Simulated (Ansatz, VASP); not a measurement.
One calculation of KBr, two programs

```
K Br
1.0
     0.00000    3.19345    3.19345
     3.19345    0.00000    3.19345
     3.19345    3.19345    0.00000
K Br
1 1
Direct
  0.00000 0.00000 0.00000
  0.50000 0.50000 0.50000
```

Alike in both runs: task single point; functional PBE; k mesh 4 × 4 × 4; no spin polarisation.

```csv
,VASP,Ansatz
version,VASP 6.6.1,Ansatz 0.2.0-dev
potentials or method,"VASP PAW PBE potentials, release 64 (K_sv, Br), cutoff 500 eV",hard PAW set made for 700 eV
occupations,"gaussian, width 0.01 eV",fixed
```

|  | VASP | Ansatz | Ansatz less VASP |
| --- | --- | --- | --- |
| gap on the k mesh at the Fermi level (eV) | 4.71 | 4.72 | +0.003 |

The k mesh is coarse, so the values compare programs but aren't converged.
